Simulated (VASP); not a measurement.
Ge: relaxation of cell and atoms with PBEsol

Ge:

```xyz
2
Lattice="2.9849 0.0000 0.0000 -1.4924 2.5850 0.0000 0.0000 0.0000 4.7470" Properties=species:S:1:pos:R:3 pbc="T T T"
Ge    0.0000    1.7233    1.1868
Ge    1.4924    0.8617    3.5603
```

This isn't the form of Ge at room conditions, which is diamond.

```yaml
Program: VASP 6.6.1
Task: relaxation of cell and atoms
Functional: PBEsol
Potentials_or_basis: VASP PAW PBE potentials, release 64 (Ge_d)
Cutoff: 600 eV
k_mesh: 18 × 18 × 10
Occupations: gaussian, width 0.1 eV
Spin: no spin polarisation
Dipole_correction: no
Further_INCAR_settings: ALGO = Fast; EDIFF = 1e-06; IBRION = 2; EDIFFG = -0.01; NSW = 80; ISIF = 3
```

```json
{
 "Relaxed volume": "18.42 Å³/atom",
 "Relaxed cell": "a = 2.915 Å, b = 2.915 Å, c = 5.005 Å, α = 90.00°, β = 90.00°, γ = 120.00°",
 "Space group after relaxing (to 0.1 Å)": "P6_3/mmc (No. 194)",
 "Energy gained by relaxing": "3.6 meV/atom",
 "Ionic steps": "26",
 "Pressure after relaxing": "-0.1 GPa",
 "Band gap on the k mesh": "zero (bands 14 and 15 overlap by 10.65 eV)"
}
```

Step by step:
```
step  energy change (eV)  largest force (eV/Å)  pressure (GPa)  volume (Å³)
   1              0.0000                0.0000            0.98        36.63
   2              0.0014                0.0000           -1.03        37.22
   3              0.0000                0.0000           -0.10        36.79
   4              0.0000                0.0000           -0.10        36.78
   5             -0.0001                0.0000            0.02        36.70
   6             -0.0001                0.0000           -0.15        36.72
   7             -0.0001                0.0000            0.01        36.71
   8             -0.0001                0.0000            0.01        36.71
   9             -0.0001                0.0000           -0.11        36.72
  10             -0.0001                0.0000           -0.13        36.66
  11              0.0001                0.0000            0.58        36.49
  12              0.0000                0.0000            0.11        36.61
  13             -0.0001                0.0000            0.17        36.60
  14             -0.0002                0.0000            0.32        36.58
  15             -0.0002                0.0000            0.57        36.54
  16             -0.0003                0.0000            0.41        36.54
  17             -0.0003                0.0000            0.39        36.54
  18             -0.0003                0.0000            0.34        36.55
  19             -0.0005                0.0000            0.37        36.57
  20             -0.0009                0.0000            0.33        36.60
  21             -0.0021                0.0000            0.11        36.67
  22             -0.0064                0.0000           -0.01        36.79
  23              0.0075                0.0000            0.00        36.98
  24             -0.0071                0.0000            0.03        36.82
  25             -0.0071                0.0000           -0.07        36.85
  26             -0.0072                0.0000           -0.06        36.84
```

Final structure:
```
Ge
1.0
     2.91535    0.00000    0.00000
    -1.45768    2.52477    0.00000
     0.00000    0.00000    5.00492
Ge
2
Direct
  0.33333 0.66667 0.25000
  0.66667 0.33333 0.75000
```

Levels at points of the mesh, in eV from the Fermi level:
```
           k point  band 12  band 13  band 14  band 15  band 16  band 17
(0.00, 0.00, 0.00)    -8.55    -5.85     7.66     7.66     8.27     9.41
(0.50, 0.00, 0.00)    -6.95    -2.97    -2.12    -0.91     1.29     3.20
(0.00, 0.00, 0.50)   -11.93     0.43     0.43     8.59     8.59     8.59
(0.50, 0.00, 0.50)    -6.89    -5.00    -5.00     4.31     4.31     4.61
```

Run time: 38 min on 1 thread of Intel Xeon 8259CL (shared host), peak memory 0.29 GiB.

Caveat: the PAW data sets were made with another functional, which shifts forces and pressure a little. Zero-point motion and thermal expansion aren't in these numbers.
